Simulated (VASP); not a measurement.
# CsH (Fm-3m) in VASP: further runs

CsH is run at these levels: r2SCAN+D4; tasks: single point.

Program: VASP 6.6.1. These are calculated values, not measurements. Logs are shortened: lines on timing, memory, paths and dates and some standing lists are left out, and cuts for length are marked.

### 1 The cell of the first run

It takes space group Fm-3m (No. 225, cubic). Conventional cell: a = 6.268 Å, b = 6.268 Å, c = 6.268 Å, α = 90.00°, β = 90.00°, γ = 90.00°. Within 4.1 Å of Cs (site symmetry m-3m) lie 6 H at 3.13 Å. Within 4.1 Å of H (site symmetry m-3m) lie 6 Cs at 3.13 Å.

### 2 Single point, r2SCAN+D4

Input file POSCAR:

```
CsH
1.0
    0.0000000000      3.1339556611      3.1339556611
    3.1339556611      0.0000000000      3.1339556611
    3.1339556611      3.1339556611      0.0000000000
Cs H
1 1
Direct
    0.0000000000      0.0000000000      0.0000000000
    0.5000000000      0.5000000000      0.5000000000
```

Input file INCAR.step1:

```
ALGO = Normal
EDIFF = 1E-5
ENCUT = 550
GGA = PE
GGA_COMPAT = False
ISMEAR = 0
LASPH = True
LCHARG = False
LREAL = False
LWAVE = True
NBANDS = 12
NELM = 120
PREC = Accurate
SIGMA = 0.01
```

Input file INCAR.step2:

```
ALGO = Normal
EDIFF = 1E-6
ENCUT = 550
GGA_COMPAT = False
ISIF = 2
ISMEAR = 0
ISTART = 1
IVDW = 13
LASPH = True
LCHARG = False
LMIXTAU = True
LREAL = False
LWAVE = False
METAGGA = R2SCAN
NBANDS = 12
NELM = 120
PREC = Accurate
SIGMA = 0.01
VDW_A1 = 0.51559235
VDW_A2 = 5.77342911
VDW_S6 = 1.0
VDW_S8 = 0.6018749
```

Input file KPOINTS:

```
k-points
0
Gamma
  5 5 5
```

Potentials or basis: VASP PAW PBE potentials, release 64 (Cs_sv, H).

On the command line:

```sh
> cat potpaw_PBE.64/Cs_sv/POTCAR potpaw_PBE.64/H/POTCAR > POTCAR
> cp INCAR.step1 INCAR
> mpirun -np 1 vasp_std > vasp.out
> cp INCAR.step2 INCAR
> mpirun -np 1 vasp_std > vasp.out
```

OUTCAR:

```text
EDIFF = 1E-6
   ENCUT = 550
   ISIF = 2
   ISMEAR = 0
   ISTART = 1
   IVDW = 13
   LASPH = True
   LREAL = False
   METAGGA = R2SCAN
   NELM = 120
   PREC = Accurate

 ion  position               nearest neighbor table
   1  0.000  0.000  0.000-
   2  0.500  0.500  0.500-

  LATTYP: Found a face centered cubic cell.
 ALAT       =     6.2679113222

  Lattice vectors:

 A1 = (   0.0000000000,   3.1339556611,   3.1339556611)
 A2 = (   3.1339556611,   0.0000000000,   3.1339556611)
 A3 = (   3.1339556611,   3.1339556611,   0.0000000000)

Analysis of symmetry for initial positions (statically):
=====================================================================
 Subroutine PRICEL returns:
 Original cell was already a primitive cell.

 Routine SETGRP: Setting up the symmetry group for a
 face centered cubic supercell.

 Subroutine GETGRP returns: Found 48 space group operations
 (whereof 48 operations were pure point group operations)
 out of a pool of 48 trial point group operations.

The static configuration has the point symmetry O_h .

Analysis of symmetry for dynamics (positions and initial velocities):
=====================================================================
 Subroutine PRICEL returns:
 Original cell was already a primitive cell.

 Routine SETGRP: Setting up the symmetry group for a
 face centered cubic supercell.

 Subroutine GETGRP returns: Found 48 space group operations
 (whereof 48 operations were pure point group operations)
 out of a pool of 48 trial point group operations.

The dynamic configuration has the point symmetry O_h .

 Subroutine INISYM returns: Found 48 space group operations
 (whereof 48 operations are pure point group operations),
 and found     1 'primitive' translations

----------------------------------------------------------------------------------------

                                     Primitive cell

  volume of cell :      61.5614

  direct lattice vectors                    reciprocal lattice vectors
     0.000000000  3.133955661  3.133955661    -0.159542780  0.159542780  0.159542780
     3.133955661  0.000000000  3.133955661     0.159542780 -0.159542780  0.159542780
     3.133955661  3.133955661  0.000000000     0.159542780  0.159542780 -0.159542780

  length of vectors
     4.432082600  4.432082600  4.432082600     0.276336202  0.276336202  0.276336202

  position of ions in fractional coordinates (direct lattice)
     0.000000000  0.000000000  0.000000000
     0.500000000  0.500000000  0.500000000

  ion indices of the primitive-cell ions
   primitive index   ion index
                 1           1
                 2           2

----------------------------------------------------------------------------------------

 KPOINTS: k-points

Automatic generation of k-mesh.
 Grid dimensions read from file:
 generate k-points for:    5    5    5

 Generating k-lattice:

  Cartesian coordinates                     Fractional coordinates (reciprocal lattice)
    -0.031908556  0.031908556  0.031908556     0.200000000  0.000000000  0.000000000
     0.031908556 -0.031908556  0.031908556     0.000000000  0.200000000  0.000000000
     0.031908556  0.031908556 -0.031908556     0.000000000  0.000000000  0.200000000

  Length of vectors
     0.055267240  0.055267240  0.055267240

  Shift w.r.t. Gamma in fractional coordinates (k-lattice)
     0.000000000  0.000000000  0.000000000

 Subroutine IBZKPT returns following result:
 ===========================================

 Found     10 irreducible k-points:

 Following reciprocal coordinates:
            Coordinates               Weight
  0.000000  0.000000  0.000000      1.000000
  0.200000  0.000000  0.000000      8.000000
  0.400000  0.000000  0.000000      8.000000
  0.200000  0.200000  0.000000      6.000000
  0.400000  0.200000  0.000000     24.000000
 -0.400000  0.200000  0.000000     24.000000
 -0.200000  0.200000  0.000000     12.000000
  0.400000  0.400000  0.000000      6.000000
 -0.400000  0.400000  0.000000     12.000000
 -0.400000  0.400000  0.200000     24.000000
   k-points           NKPTS =     10   k-points in BZ     NKDIM =     10   number of bands    NBANDS=     12
   number of dos      NEDOS =    301   number of ions     NIONS =      2
   total plane-waves  NPLWV =  46656
   dimension x,y,z NGX =    36 NGY =   36 NGZ =   36
   dimension x,y,z NGXF=    72 NGYF=   72 NGZF=   72
   ions per type =               1   1
   NGX,Y,Z   is equivalent  to a cutoff of  13.50, 13.50, 13.50 a.u.
   NGXF,Y,Z  is equivalent  to a cutoff of  27.01, 27.01, 27.01 a.u.
 SYSTEM =  unknown system
   PREC   = accura    normal or accurate (medium, high low for compatibility)
   ISTART =      1    job   : 0-new  1-cont  2-samecut
   ICHARG =      0    charge: 1-file 2-atom 10-const
   ISPIN  =      1    spin polarized calculation?
   LNONCOLLINEAR =      F non collinear calculations
   LSORBIT =      F    spin-orbit coupling
   LASPH  =      T    aspherical Exc in radial PAW
   ENCUT  =  550.0 eV  40.42 Ry    6.36 a.u.   8.48  8.48  8.48*2*pi/ulx,y,z
   NELM   =    120;   NELMIN=  2; NELMDL=  0     # of ELM steps
   EDIFF  = 0.1E-05   stopping-criterion for ELM
   LREAL  =      F    real-space projection
   EDIFFG = 0.1E-04   stopping-criterion for IOM
   NSW    =      0    number of steps for IOM
   IBRION =     -1    ionic relax: 0-MD 1-quasi-New 2-CG
   NFREE  =      0    steps in history (QN), initial steepest desc. (CG)
   ISIF   =      2    stress and relaxation
   ISYM   =      2    0-nonsym 1-usesym 2-fastsym
   POTIM  = 0.5000    time-step for ionic-motion
   TEBEG  =    0.0;   TEEND  =   0.0 temperature during run
   PSTRESS=    0.0 pullay stress
   NELECT =      10.0000    total number of electrons
   NUPDOWN=      -1.0000    fix difference up-down
   EMIN   =  10.00;   EMAX   =-10.00  energy-range for DOS
   EFERMI =   0.00;   METHOD = LEGACY
   ISMEAR =     0;   SIGMA  =   0.01  broadening in eV -4-tet -1-fermi 0-gaus
   EFERMI_NEDOS =   21; number of points for ismear=-14 and -15
   IALGO  =     38    algorithm
   IMIX   =      4    mixing-type and parameters
     AMIX     =   0.40;   BMIX     =  1.00
     AMIX_MAG =   1.60;   BMIX_MAG =  1.00
  volume/ion in A,a.u.               =      30.78       207.72
  Fermi-wavevector in a.u.,A,eV,Ry     =   0.893248  1.687994 10.855976  0.797892
  Thomas-Fermi vector in A             =   2.015301
   LORBIT       =      0    0 simple, 1 ext, 2 COOP (PROOUT), +10 PAW based schemes
   METAGGA = R2SCAN    functional components
   LHFCALC =     F    Hartree Fock is set to
   AEXX    =    0.0000 exact exchange contribution
   IVDW    =    13    specifies the selected vdW correction
   LEPSILON=     F    determine dielectric tensor
   LRPA    =     F    only Hartree local field effects (RPA)
 non-spin polarized calculation
 Gauss-broadening in eV      SIGMA  =   0.01
  energy-cutoff  :      550.00
  volume of cell :       61.56
 maximum number of plane-waves:      1829
 NGX is ok and might be reduce to    36
   NGX = 17   NGY = 17   NGZ = 17

 number of electron      10.0000000 magnetization

 Free energy of the ion-electron system (eV)
  ---------------------------------------------------
  ext. energy  EPLUGINS =         0.00000000
  ---------------------------------------------------
  free energy    TOTEN  =       -28.98195514 eV

  energy without entropy =      -28.98195514  energy(sigma->0) =      -28.98195514

 E-fermi :  -0.0111     XC(G=0):  -7.7643

 val. band max:       -0.0550213621   @ k =   0.4000   0.0000   0.0000
 cond. band min:       3.0122840859   @ k =   0.4000   0.0000   0.0000
 fundamental gap:      3.0673054480
 Fermi energy:        -0.0110658625

 k-point     1 :       0.0000    0.0000    0.0000
  band No.  band energies     occupation
      1     -21.9602      2.00000
      2      -7.9882      2.00000
      3      -7.9882      2.00000
      4      -7.9882      2.00000
      5      -1.6169      2.00000
      6       5.8207      0.00000
      7       5.8207      0.00000
      8       5.8207      0.00000
      9       6.6653      0.00000
     10       7.8258      0.00000
     11       7.8258      0.00000
     12       9.4405      0.00000

 k-point     2 :       0.2000    0.0000    0.0000
  band No.  band energies     occupation
      1     -21.9262      2.00000
      2      -8.3603      2.00000
      3      -8.0254      2.00000
      4      -8.0254      2.00000
      5      -1.0298      2.00000
      6       4.5966      0.00000
      7       5.9759      0.00000
      8       5.9759      0.00000
      9       6.5056      0.00000
     10       7.3524      0.00000
     11       7.3524      0.00000
     12      11.1005      0.00000

 k-point     3 :       0.4000    0.0000    0.0000
  band No.  band energies     occupation
      1     -21.8700      2.00000
      2      -8.8778      2.00000
      3      -8.0841      2.00000
      4      -8.0841      2.00000
      5      -0.0550      2.00000
      6       3.0123      0.00000
      7       5.4668      0.00000
      8       5.4668      0.00000
      9       7.5991      0.00000
     10       8.6649      0.00000
     11       8.6649      0.00000
     12      11.7205      0.00000
[... 76 lines left out ...]
 k-point     9 :      -0.4000    0.4000    0.0000
  band No.  band energies     occupation
      1     -21.8296      2.00000
      2      -8.7171      2.00000
      3      -8.4680      2.00000
      4      -8.2537      2.00000
      5      -0.8649      2.00000
      6       3.8420      0.00000
      7       5.7486      0.00000
      8       7.4208      0.00000
      9       7.7601      0.00000
     10       9.1309      0.00000
     11       9.9649      0.00000
     12      10.6863      0.00000

 k-point    10 :      -0.4000    0.4000    0.2000
  band No.  band energies     occupation
      1     -21.8364      2.00000
      2      -8.6838      2.00000
      3      -8.4495      2.00000
      4      -8.2638      2.00000
      5      -0.6139      2.00000
      6       4.3875      0.00000
      7       4.6156      0.00000
      8       6.4420      0.00000
      9       8.4859      0.00000
     10       9.0143      0.00000
     11       9.5869      0.00000
     12      11.2172      0.00000

------------------------ aborting loop because EDIFF is reached ----------------------------------------

  DFT-D4 for vdW energy calculation

  Edisp (eV):   -0.13374

  FORCE on cell =-STRESS in cart. coord.  units (eV):
  Direction    XX          YY          ZZ          XY          YZ          ZX
  --------------------------------------------------------------------------------------
  -------------------------------------------------------------------------------------
  Total       0.09150     0.09150     0.09150     0.00000    -0.00000     0.00000
  in kB       2.38143     2.38143     2.38143     0.00000    -0.00000     0.00000
  external pressure =        2.38 kB  Pullay stress =        0.00 kB

 VOLUME and BASIS-vectors are now :
 -----------------------------------------------------------------------------
  energy-cutoff  :      550.00
  volume of cell :       61.56
      direct lattice vectors                 reciprocal lattice vectors
     0.000000000  3.133955661  3.133955661    -0.159542780  0.159542780  0.159542780
     3.133955661  0.000000000  3.133955661     0.159542780 -0.159542780  0.159542780
     3.133955661  3.133955661  0.000000000     0.159542780  0.159542780 -0.159542780

 POSITION                                       TOTAL-FORCE (eV/Angst)
 -----------------------------------------------------------------------------------
      0.00000      0.00000      0.00000        -0.000000      0.000000      0.000000
      3.13396      3.13396      3.13396         0.000000     -0.000000     -0.000000
 -----------------------------------------------------------------------------------
    total drift:                               -0.000000      0.000000      0.000000

  FREE ENERGIE OF THE ION-ELECTRON SYSTEM (eV)
  ---------------------------------------------------
  free  energy   TOTEN  =       -29.1156907550 eV

  energy  without entropy=      -29.1156907550  energy(sigma->0) =      -29.11569075
```

Wall time 90 s (1 thread of Intel Xeon 8259CL, shared host); peak memory 0.22 GiB.

What came out:

| Item | Value |
| --- | --- |
| Free energy | -29.1157 eV |
| Pressure | 0.2 GPa |
| Band gap on the k mesh | 3.07 eV, direct |
| Dispersion energy per atom | -0.067 eV |

Levels at points of the mesh, in eV from the valence-band top:
| k point | band 2 | band 3 | band 4 | band 5 | band 6 | band 7 | band 8 | band 9 |
| --- | --- | --- | --- | --- | --- | --- | --- | --- |
| (0.00, 0.00, 0.00) | -7.93 | -7.93 | -7.93 | -1.56 | 5.88 | 5.88 | 5.88 | 6.72 |

Caveat: the PAW data sets were made with another functional, which shifts forces and pressure a little; spin-orbit coupling is left out, which moves the levels of the heavy elements.

### 3 Single point, r2SCAN+D4

This run uses another cell than the first one, of 31.75 Å³/atom, 1.032 times its volume.

Input file POSCAR:

```
CsH
1.0
    0.0000000000      3.1666033822      3.1666033822
    3.1666033822      0.0000000000      3.1666033822
    3.1666033822      3.1666033822      0.0000000000
Cs H
1 1
Direct
    0.0000000000      0.0000000000      0.0000000000
    0.5000000000      0.5000000000      0.5000000000
```

Input file INCAR.step1:

```
SYSTEM = CsH
PREC     = Accurate       ! precision mode
ENCUT    = 550            ! plane-wave cutoff, eV
ISMEAR   = 0              ! smearing method
SIGMA    = 0.01           ! smearing width, eV
LREAL    = .False.        ! projectors in reciprocal space
LASPH    = .True.         ! aspherical terms in the spheres
NELM     = 120            ! most SCF steps
NBANDS   = 12             ! bands
GGA      = PE             ! functional
ALGO     = Normal         ! electronic algorithm
EDIFF    = 1E-5           ! SCF threshold, eV
LWAVE    = .True.         ! write WAVECAR
LCHARG   = .False.        ! write CHGCAR
GGA_COMPAT= .False.
```

Input file INCAR.step2:

```
SYSTEM = CsH
PREC     = Accurate       ! precision mode
ENCUT    = 550            ! plane-wave cutoff, eV
EDIFF    = 1E-6           ! SCF threshold, eV
ISMEAR   = 0              ! smearing method
SIGMA    = 0.01           ! smearing width, eV
LREAL    = .False.        ! projectors in reciprocal space
LASPH    = .True.         ! aspherical terms in the spheres
NELM     = 120            ! most SCF steps
ALGO     = Normal         ! electronic algorithm
ISIF     = 2              ! what is computed and relaxed
LWAVE    = .False.        ! write WAVECAR
LCHARG   = .True.         ! write CHGCAR
METAGGA  = R2SCAN         ! meta-GGA
LMIXTAU  = .True.       
IVDW     = 13             ! dispersion correction
VDW_S6   = 1.0          
VDW_S8   = 0.6018749    
VDW_A1   = 0.51559235   
VDW_A2   = 5.77342911   
LELF     = .True.         ! ELF
LVHAR    = .True.       
NBANDS   = 12             ! bands
ISTART   = 1            
GGA_COMPAT= .False.
```

Input file KPOINTS:

```
Automatic mesh
0
Gamma
  5 5 5
  0 0 0
```

Potentials or basis: VASP PAW PBE potentials, release 64 (Cs_sv, H).

On the command line:

```sh
> cat potpaw_PBE.64/Cs_sv/POTCAR potpaw_PBE.64/H/POTCAR > POTCAR
> cp INCAR.step1 INCAR
> mpirun -np 1 vasp_std > vasp.out
> cp INCAR.step2 INCAR
> mpirun -np 1 vasp_std > vasp.out
```

Run time: 88 s. Hardware: 1 thread of Intel Xeon 8259CL, shared host; peak memory 0.21 GiB.

Results (log left out):

```yaml
Free_energy: -29.1168 eV
Pressure: -0.1 GPa
Band_gap_on_the_k_mesh: 3.09 eV, direct
Dispersion_energy_per_atom: -0.065 eV
```

Levels at points of the mesh, in eV from the valence-band top:
| k point | band 2 | band 3 | band 4 | band 5 | band 6 | band 7 | band 8 | band 9 |
| --- | --- | --- | --- | --- | --- | --- | --- | --- |
| (0.00, 0.00, 0.00) | -7.96 | -7.96 | -7.96 | -1.50 | 5.88 | 5.88 | 5.88 | 6.60 |

Caveat: the PAW data sets were made with another functional, which shifts forces and pressure a little; spin-orbit coupling is left out, which moves the levels of the heavy elements.

(Continued in part 2 of 3.)
